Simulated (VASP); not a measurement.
Crystal: Fe.

```
CELL_PARAMETERS angstrom
-1.47130 1.47130 1.47130
1.47130 -1.47130 1.47130
1.47130 1.47130 -1.47130
ATOMIC_POSITIONS crystal
Fe 0.00000 0.00000 0.00000
```

Base run:

| Item | Value |
| --- | --- |
| Program | VASP 6.6.1 |
| Functional | b88 exchange, pbe correlation |
| Potentials or basis | VASP PAW PBE potentials, release 64 (Fe) |
| Cutoff | 600 eV |
| k mesh | 13 × 13 × 13 |
| Occupations | fermi-dirac, width 0.05 eV |
| Spin | collinear spin, ferromagnetic start |
| Starting moments | [3.0] μB |

Its results: pressure -13.3 GPa; net moment 2.53 μB per cell; site moments Fe +2.54 μB.

**Question.** The run is repeated on the same cell with these changes: functional from b88 exchange, pbe correlation to r2SCAN; cutoff from 600 eV to 520 eV; dispersion from none to D4. What comes out?

**Answer.** Pressure -14.5 GPa; net moment 2.67 μB per cell; site moments Fe +2.77 μB.

Several settings changed at once.

Caveats: the cell stands under tension; the PAW data sets were made with another functional, which shifts forces and pressure a little.
